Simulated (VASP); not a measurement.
# Cu (Fm-3m) in VASP: a series of runs

Runs on Cu. Level: r2SCAN. Tasks: electric field gradients.

Everything below comes from runs of VASP 6.6.1. Logs are shortened: lines on timing, memory, paths and dates and some standing lists are left out, and cuts for length are marked.

**1. The cell of the first run**

The structure is cubic, space group Fm-3m (No. 225). Conventional cell: a = 3.517 Å, b = 3.517 Å, c = 3.517 Å, α = 90.00°, β = 90.00°, γ = 90.00°. Cu (site symmetry m-3m) has 12 Cu at 2.49 Å within 3.3 Å.

**2. Electric field gradients, r2SCAN (10.87 Å³/atom)**

The input, POSCAR:

```
Cu
1.0
    0.0000000000      1.7583922687      1.7583922687
    1.7583922687      0.0000000000      1.7583922687
    1.7583922687      1.7583922687      0.0000000000
Cu
1
Direct
    0.0000000000      0.0000000000      0.0000000000
```

The input, INCAR.step1:

```
PREC = Accurate ; ENCUT = 520
ISMEAR = -1 ; SIGMA = 0.05
LREAL = F ; LASPH = T
NELM = 80 ; NBANDS = 12
GGA = PE ; ALGO = Normal
EDIFF = 1E-4 ; LWAVE = T
LCHARG = F
```

The input, INCAR.step2:

```
PREC = Accurate ; ENCUT = 520
EDIFF = 1E-8 ; ISMEAR = -1
SIGMA = 0.05 ; LREAL = F
LASPH = T ; NELM = 80
ALGO = Normal ; ISIF = 2
LWAVE = F ; LCHARG = F
METAGGA = R2SCAN ; LMIXTAU = T
LEFG = T ; NBANDS = 12
ISTART = 1
```

The input, KPOINTS:

```
regular mesh
0
Gamma
  17 17 17
```

Potentials or basis: VASP PAW PBE potentials, release 64 (Cu).

The run is started by

```
$ cat potpaw_PBE.64/Cu/POTCAR > POTCAR
$ cp INCAR.step1 INCAR
$ mpirun -np 1 vasp_std > vasp.out
$ cp INCAR.step2 INCAR
$ mpirun -np 1 vasp_std > vasp.out
```

OUTCAR:

```text
PREC = Accurate
   ENCUT = 520
   EDIFF = 1E-8
   ISMEAR = -1
   LREAL = F
   LASPH = T
   NELM = 80
   ISIF = 2
   METAGGA = R2SCAN
   ISTART = 1

 ion  position               nearest neighbor table
   1  0.000  0.000  0.000-

  LATTYP: Found a face centered cubic cell.
 ALAT       =     3.5167845374

  Lattice vectors:

 A1 = (   0.0000000000,   1.7583922687,   1.7583922687)
 A2 = (   1.7583922687,   0.0000000000,   1.7583922687)
 A3 = (   1.7583922687,   1.7583922687,   0.0000000000)

Analysis of symmetry for initial positions (statically):
=====================================================================
 Subroutine PRICEL returns:
 Original cell was already a primitive cell.

 Routine SETGRP: Setting up the symmetry group for a
 face centered cubic supercell.

 Subroutine GETGRP returns: Found 48 space group operations
 (whereof 48 operations were pure point group operations)
 out of a pool of 48 trial point group operations.

The static configuration has the point symmetry O_h .

Analysis of symmetry for dynamics (positions and initial velocities):
=====================================================================
 Subroutine PRICEL returns:
 Original cell was already a primitive cell.

 Routine SETGRP: Setting up the symmetry group for a
 face centered cubic supercell.

 Subroutine GETGRP returns: Found 48 space group operations
 (whereof 48 operations were pure point group operations)
 out of a pool of 48 trial point group operations.

The dynamic configuration has the point symmetry O_h .

 Subroutine INISYM returns: Found 48 space group operations
 (whereof 48 operations are pure point group operations),
 and found     1 'primitive' translations

----------------------------------------------------------------------------------------

                                     Primitive cell

  volume of cell :      10.8737

  direct lattice vectors                    reciprocal lattice vectors
     0.000000000  1.758392269  1.758392269    -0.284350659  0.284350659  0.284350659
     1.758392269  0.000000000  1.758392269     0.284350659 -0.284350659  0.284350659
     1.758392269  1.758392269  0.000000000     0.284350659  0.284350659 -0.284350659

  length of vectors
     2.486742194  2.486742194  2.486742194     0.492509788  0.492509788  0.492509788

  position of ions in fractional coordinates (direct lattice)
     0.000000000  0.000000000  0.000000000

  ion indices of the primitive-cell ions
   primitive index   ion index
                 1           1

----------------------------------------------------------------------------------------

 KPOINTS: regular mesh

Automatic generation of k-mesh.
 Grid dimensions read from file:
 generate k-points for:   17   17   17

 Generating k-lattice:

  Cartesian coordinates                     Fractional coordinates (reciprocal lattice)
    -0.016726509  0.016726509  0.016726509     0.058823529  0.000000000  0.000000000
     0.016726509 -0.016726509  0.016726509     0.000000000  0.058823529  0.000000000
     0.016726509  0.016726509 -0.016726509     0.000000000  0.000000000  0.058823529

  Length of vectors
     0.028971164  0.028971164  0.028971164

  Shift w.r.t. Gamma in fractional coordinates (k-lattice)
     0.000000000  0.000000000  0.000000000

 Subroutine IBZKPT returns following result:
 ===========================================

 Found    165 irreducible k-points:

 Following reciprocal coordinates:
            Coordinates               Weight
  0.000000  0.000000  0.000000      1.000000
  0.058824  0.000000  0.000000      8.000000
  0.117647  0.000000  0.000000      8.000000
  0.176471  0.000000  0.000000      8.000000
  0.235294  0.000000  0.000000      8.000000
  0.294118  0.000000  0.000000      8.000000
[... 16 lines left out ...]
 -0.176471  0.058824  0.000000     24.000000
 -0.117647  0.058824  0.000000     24.000000
 [... further k-points ...]
   k-points           NKPTS =    165   k-points in BZ     NKDIM =    165   number of bands    NBANDS=     12
   number of dos      NEDOS =    301   number of ions     NIONS =      1
   total plane-waves  NPLWV =   5832
   dimension x,y,z NGX =    18 NGY =   18 NGZ =   18
   dimension x,y,z NGXF=    36 NGYF=   36 NGZF=   36
   ions per type =               1
   NGX,Y,Z   is equivalent  to a cutoff of  12.03, 12.03, 12.03 a.u.
   NGXF,Y,Z  is equivalent  to a cutoff of  24.07, 24.07, 24.07 a.u.
 SYSTEM =  unknown system
   PREC   = accura    normal or accurate (medium, high low for compatibility)
   ISTART =      1    job   : 0-new  1-cont  2-samecut
   ICHARG =      0    charge: 1-file 2-atom 10-const
   ISPIN  =      1    spin polarized calculation?
   LNONCOLLINEAR =      F non collinear calculations
   LSORBIT =      F    spin-orbit coupling
   LASPH  =      T    aspherical Exc in radial PAW
   ENCUT  =  520.0 eV  38.22 Ry    6.18 a.u.   4.62  4.62  4.62*2*pi/ulx,y,z
   NELM   =     80;   NELMIN=  2; NELMDL=  0     # of ELM steps
   EDIFF  = 0.1E-07   stopping-criterion for ELM
   LREAL  =      F    real-space projection
   EDIFFG = 0.1E-06   stopping-criterion for IOM
   NSW    =      0    number of steps for IOM
   IBRION =     -1    ionic relax: 0-MD 1-quasi-New 2-CG
   NFREE  =      0    steps in history (QN), initial steepest desc. (CG)
   ISIF   =      2    stress and relaxation
   ISYM   =      2    0-nonsym 1-usesym 2-fastsym
   POTIM  = 0.5000    time-step for ionic-motion
   TEBEG  =    0.0;   TEEND  =   0.0 temperature during run
   PSTRESS=    0.0 pullay stress
   NELECT =      11.0000    total number of electrons
   NUPDOWN=      -1.0000    fix difference up-down
   EMIN   =  10.00;   EMAX   =-10.00  energy-range for DOS
   EFERMI =   0.00;   METHOD = LEGACY
   ISMEAR =    -1;   SIGMA  =   0.05  broadening in eV -4-tet -1-fermi 0-gaus
   EFERMI_NEDOS =   21; number of points for ismear=-14 and -15
   IALGO  =     38    algorithm
   IMIX   =      4    mixing-type and parameters
     AMIX     =   0.40;   BMIX     =  1.00
     AMIX_MAG =   1.60;   BMIX_MAG =  1.00
  volume/ion in A,a.u.               =      10.87        73.38
  Fermi-wavevector in a.u.,A,eV,Ry     =   1.643413  3.105600 36.746685  2.700805
  Thomas-Fermi vector in A             =   2.733551
   LORBIT       =      0    0 simple, 1 ext, 2 COOP (PROOUT), +10 PAW based schemes
   METAGGA = R2SCAN    functional components
   LHFCALC =     F    Hartree Fock is set to
   AEXX    =    0.0000 exact exchange contribution
   IVDW    =     0    specifies the selected vdW correction
   LEPSILON=     F    determine dielectric tensor
   LRPA    =     F    only Hartree local field effects (RPA)
 non-spin polarized calculation
  energy-cutoff  :      520.00
  volume of cell :       10.87
 maximum number of plane-waves:       303
   NGX =  9   NGY =  9   NGZ =  9

 number of electron      10.9999993 magnetization

 Free energy of the ion-electron system (eV)
  ---------------------------------------------------
  ext. energy  EPLUGINS =         0.00000000
  ---------------------------------------------------
  free energy    TOTEN  =       -10.80829248 eV

  energy without entropy =      -10.80634083  energy(sigma->0) =      -10.80731665

 E-fermi :   8.5487     XC(G=0): -14.3118

 val. band max:        8.4060454715   @ k =   0.4706   0.1765   0.0000
 cond. band min:       8.5961380208   @ k =  -0.3529   0.1765   0.0000
 fundamental gap:      0.1900925492
 Fermi energy:         8.5487088084

 k-point     1 :       0.0000    0.0000    0.0000
  band No.  band energies     occupation
      1      -1.8827      2.00000
      2       5.0406      2.00000
      3       5.0407      2.00000
      4       5.0407      2.00000
      5       5.9692      2.00000
      6       5.9692      2.00000
      7      32.5235      0.00000
      8      36.2269      0.00000
      9      36.2269      0.00000
     10      36.2271      0.00000
     11      38.7116      0.00000
     12      38.7116      0.00000

 k-point     2 :       0.0588    0.0000    0.0000
  band No.  band energies     occupation
      1      -1.7437      2.00000
      2       5.0085      2.00000
      3       5.0681      2.00000
      4       5.0681      2.00000
      5       5.9580      2.00000
      6       5.9580      2.00000
      7      31.8985      0.00000
      8      34.4752      0.00000
      9      35.7778      0.00000
     10      35.7780      0.00000
     11      39.3414      0.00000
     12      39.3415      0.00000
[... 316 lines left out ...]
 k-point    24 :      -0.1176    0.0588    0.0000
  band No.  band energies     occupation
      1      -1.0177      2.00000
      2       4.8465      2.00000
      3       5.1901      2.00000
      4       5.1933      2.00000
      5       5.8453      2.00000
      6       6.0119      2.00000
      7      28.3703      0.00000
      8      31.1970      0.00000
      9      34.9359      0.00000
     10      36.6831      0.00000
     11      39.1080      0.00000
     12      39.6801      0.00000

 [... further k-points ...]

------------------------ aborting loop because EDIFF is reached ----------------------------------------

  FORCE on cell =-STRESS in cart. coord.  units (eV):
  Direction    XX          YY          ZZ          XY          YZ          ZX
  --------------------------------------------------------------------------------------
  -------------------------------------------------------------------------------------
  Total        0.6789484      0.6789484      0.6789484     -0.0000000      0.0000000     -0.0000000
  in kB      100.0391664    100.0391664    100.0391664     -0.0000000      0.0000000     -0.0000000
  external PRESSURE =     100.0391664 kB  Pullay stress =       0.0000000 kB

 VOLUME and BASIS-vectors are now :
 -----------------------------------------------------------------------------
  energy-cutoff  :      520.00
  volume of cell :       10.87
      direct lattice vectors                 reciprocal lattice vectors
     0.000000000  1.758392269  1.758392269    -0.284350659  0.284350659  0.284350659
     1.758392269  0.000000000  1.758392269     0.284350659 -0.284350659  0.284350659
     1.758392269  1.758392269  0.000000000     0.284350659  0.284350659 -0.284350659

 POSITION                                       TOTAL-FORCE (eV/Angst)
 -----------------------------------------------------------------------------------
      0.00000      0.00000      0.00000         0.000000      0.000000      0.000000
 -----------------------------------------------------------------------------------
    total drift:                                0.000000      0.000000     -0.000000

  FREE ENERGIE OF THE ION-ELECTRON SYSTEM (eV)
  ---------------------------------------------------
  free  energy   TOTEN  =       -10.8082924759 eV

  energy  without entropy=      -10.8063408302  energy(sigma->0) =      -10.80731665

 Electric field gradients (V/A^2)
---------------------------------------------------------------------
 ion       V_xx      V_yy      V_zz      V_xy      V_xz      V_yz
---------------------------------------------------------------------
   1       0.000     0.000    -0.000    -0.002    -0.002    -0.002
---------------------------------------------------------------------

 Electric field gradients after diagonalization (V/A^2)
 (convention: |V_zz| > |V_xx| > |V_yy|)
----------------------------------------------------------------------
 ion       V_xx      V_yy      V_zz     asymmetry (V_yy - V_xx)/ V_zz
----------------------------------------------------------------------
   1       0.002     0.002    -0.004       0.000
----------------------------------------------------------------------

           NMR quadrupolar parameters

 Cq : quadrupolar parameter    Cq=e*Q*V_zz/h
 eta: asymmetry parameters     (V_yy - V_xx)/ V_zz
 Q  : nuclear electric quadrupole moment in mb (millibarn)
----------------------------------------------------------------------
 ion       Cq(MHz)       eta       Q (mb)
----------------------------------------------------------------------
   1      -0.000       0.000       1.000
----------------------------------------------------------------------
```

It took 77 s on 1 thread of Intel Xeon Platinum 8259CL at 2.50GHz (Skylake/Cascade Lake), shared host; peak memory 0.14 GiB.

What came out:

| Quantity | Value |
| --- | --- |
| Free energy | -10.8083 eV |
| Pressure | 10.0 GPa |
| Band gap on the k mesh | zero (an odd number of electrons rules out a gap without spin polarisation) |
| Largest electric field gradient by atom | zero within the noise of the run |

Caveat: the cell stands under pressure; the PAW data sets were made with another functional, which shifts forces and pressure a little.

**3. Electric field gradients, r2SCAN (11.16 Å³/atom)**

This run uses another cell than the first one, of 11.16 Å³/atom.

The input, POSCAR:

```
Cu
1.0
    0.0000000000      1.7736834038      1.7736834038
    1.7736834038      0.0000000000      1.7736834038
    1.7736834038      1.7736834038      0.0000000000
Cu
1
Direct
    0.0000000000      0.0000000000      0.0000000000
```

The input, INCAR.step1:

```
PREC     = Accurate       # precision mode
ENCUT    = 520            # plane-wave cutoff, eV
ISMEAR   = -1             # smearing method
SIGMA    = 0.05           # smearing width, eV
LREAL    = False          # projectors in reciprocal space
LASPH    = True           # aspherical terms in the spheres
NELM     = 80             # most SCF steps
NBANDS   = 12             # bands
GGA      = PE             # functional
ALGO     = Normal         # electronic algorithm
EDIFF    = 1E-4           # SCF threshold, eV
LWAVE    = True           # write WAVECAR
LCHARG   = False          # write CHGCAR
```

The input, INCAR.step2:

```
PREC     = Accurate       # precision mode
ENCUT    = 520            # plane-wave cutoff, eV
EDIFF    = 1E-8           # SCF threshold, eV
ISMEAR   = -1             # smearing method
SIGMA    = 0.05           # smearing width, eV
LREAL    = False          # projectors in reciprocal space
LASPH    = True           # aspherical terms in the spheres
NELM     = 80             # most SCF steps
ALGO     = Normal         # electronic algorithm
ISIF     = 2              # what is computed and relaxed
LWAVE    = False          # write WAVECAR
LCHARG   = False          # write CHGCAR
METAGGA  = R2SCAN         # meta-GGA
LMIXTAU  = True         
LEFG     = True         
NBANDS   = 12             # bands
ISTART   = 1
```

KPOINTS is that of step 2.

Potentials or basis: VASP PAW PBE potentials, release 64 (Cu).

The run is started by

```
$ cat potpaw_PBE.64/Cu/POTCAR > POTCAR
$ cp INCAR.step1 INCAR
$ mpirun -np 1 vasp_std > vasp.out
$ cp INCAR.step2 INCAR
$ mpirun -np 1 vasp_std > vasp.out
```

OUTCAR:

```text
PREC = Accurate
   ENCUT = 520
   EDIFF = 1E-8
   ISMEAR = -1
   LREAL = False
   LASPH = True
   NELM = 80
   ISIF = 2
   METAGGA = R2SCAN
   ISTART = 1

 ion  position               nearest neighbor table
   1  0.000  0.000  0.000-

  LATTYP: Found a face centered cubic cell.
 ALAT       =     3.5473668076

  Lattice vectors:

 A1 = (   0.0000000000,   1.7736834038,   1.7736834038)
[... 566 lines left out ...]
    total drift:                                0.000000      0.000000      0.000000

  FREE ENERGIE OF THE ION-ELECTRON SYSTEM (eV)
  ---------------------------------------------------
  free  energy   TOTEN  =       -10.8217438579 eV

  energy  without entropy=      -10.8196565733  energy(sigma->0) =      -10.82070022

 Electric field gradients (V/A^2)
---------------------------------------------------------------------
 ion       V_xx      V_yy      V_zz      V_xy      V_xz      V_yz
---------------------------------------------------------------------
   1      -0.000    -0.000    -0.000     0.002     0.002     0.002
---------------------------------------------------------------------

 Electric field gradients after diagonalization (V/A^2)
 (convention: |V_zz| > |V_xx| > |V_yy|)
----------------------------------------------------------------------
 ion       V_xx      V_yy      V_zz     asymmetry (V_yy - V_xx)/ V_zz
----------------------------------------------------------------------
   1      -0.002    -0.002     0.004       0.000
----------------------------------------------------------------------

           NMR quadrupolar parameters

 Cq : quadrupolar parameter    Cq=e*Q*V_zz/h
 eta: asymmetry parameters     (V_yy - V_xx)/ V_zz
 Q  : nuclear electric quadrupole moment in mb (millibarn)
----------------------------------------------------------------------
 ion       Cq(MHz)       eta       Q (mb)
----------------------------------------------------------------------
   1       0.000       0.000       1.000
----------------------------------------------------------------------
```

OSZICAR.step1:

```text
N       E                     dE             d eps       ncg     rms          rms(c)
DAV:   1     0.414061280443E+02    0.41406E+02   -0.53550E+03  4484   0.153E+03
DAV:   2    -0.329968585913E+01   -0.44706E+02   -0.41345E+02  4064   0.204E+02
DAV:   3    -0.461787998079E+01   -0.13182E+01   -0.13075E+01  4584   0.397E+01
DAV:   4    -0.462577610049E+01   -0.78961E-02   -0.78947E-02  4544   0.273E+00
DAV:   5    -0.462584193005E+01   -0.65830E-04   -0.65828E-04  4620   0.254E-01    0.776E+00
DAV:   6    -0.403384682929E+01    0.59200E+00   -0.13721E+01  4752   0.713E+01    0.358E+00
DAV:   7    -0.371326637122E+01    0.32058E+00   -0.20500E+00  4760   0.273E+01    0.657E-01
DAV:   8    -0.369956063093E+01    0.13706E-01   -0.51050E-03  5176   0.741E-01    0.245E-01
DAV:   9    -0.369848404100E+01    0.10766E-02   -0.63000E-03  4776   0.140E+00    0.261E-02
DAV:  10    -0.369848930174E+01   -0.52607E-05   -0.18292E-05  2708   0.733E-02
   1 F= -.36984893E+01 E0= -.36973838E+01  d E =-.221103E-02
```

Run time: 1.7 min. Hardware: 1 thread of Intel Xeon Platinum 8259CL at 2.50GHz (Skylake/Cascade Lake), shared host; peak memory 0.14 GiB.

What came out:

* Free energy: -10.8217 eV
* Pressure: 4.8 GPa
* Band gap on the k mesh: zero (an odd number of electrons rules out a gap without spin polarisation)
* Largest electric field gradient by atom: zero within the noise of the run

Caveat: the cell stands under pressure; the PAW data sets were made with another functional, which shifts forces and pressure a little.

(Part 1 of 2 ends here.)
